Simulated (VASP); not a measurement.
Wanted: the native input for a VASP 6.6.1 run.

| Item | Value |
| --- | --- |
| Task | single point |
| Functional | LDA |
| Potentials or basis | VASP PAW LDA potentials, release 64 (Al, C) |
| Cutoff | 520 eV |
| k mesh | 5 × 5 × 1 |
| Occupations | gaussian, width 0.1 eV |
| Spin | no spin polarisation |
| Dipole correction | yes |
| Further INCAR settings | ALGO = Normal; EDIFF = 1e-06; NBANDS = 32 |

The structure of Al12C lies in POSCAR:

```
Al12C
1.0
    5.6336864727      0.0000000000      0.0000000000
    0.0000000000      5.6336864727      0.0000000000
    0.0000000000      0.0000000000     19.6042970528
Al C
12 1
Direct
    0.2500000000      0.2500000000      0.2040369001
    0.2500000000      0.7500000000      0.2040369001
    0.7500000000      0.2500000000      0.2040369001
    0.7500000000      0.7500000000      0.2040369001
    0.0000000000      0.0000000000      0.3086956402
    0.0000000000      0.5000000000      0.3086956402
    0.5000000000      0.0000000000      0.3086956402
    0.5000000000      0.5000000000      0.3086956402
    0.2500000000      0.2500000000      0.4133939121
    0.2500000000      0.7500000000      0.4133939121
    0.7500000000      0.2500000000      0.4133939121
    0.7500000000      0.7500000000      0.4133939121
    0.3333333333      0.4166666667      0.4893057837
```

These files were run (other wordings do the same):

INCAR

```
SYSTEM = Al12C
ALGO = Normal
DIPOL = 0.5 0.5 0.323
EDIFF = 1E-6
ENCUT = 520
IDIPOL = 3
ISIF = 2
ISMEAR = 0
LASPH = .True.
LCHARG = .False.
LDIPOL = .True.
LREAL = .False.
LWAVE = .False.
NBANDS = 32
NELM = 100
PREC = Accurate
SIGMA = 0.1
```

KPOINTS

```
k-points
0
Gamma
  5 5 1
  0 0 0
```

Potentials or basis: VASP PAW LDA potentials, release 64 (Al, C).

Launch:

```bash
$ cat potpaw_LDA.64/Al/POTCAR potpaw_LDA.64/C/POTCAR > POTCAR
$ mpirun -np 1 vasp_std > vasp.out
```

It gave:

| Quantity | Value |
| --- | --- |
| Largest force | 2.544 eV/Å |
| Band gap on the k mesh | zero (band 20 reaches -0.47 eV, above the bottom of band 21 at -1.26 eV) |

Run time: 10 min on 1 thread of AMD EPYC 7R43 64-Core Processor (Zen 3), on a shared host, peak memory 0.5 GiB.
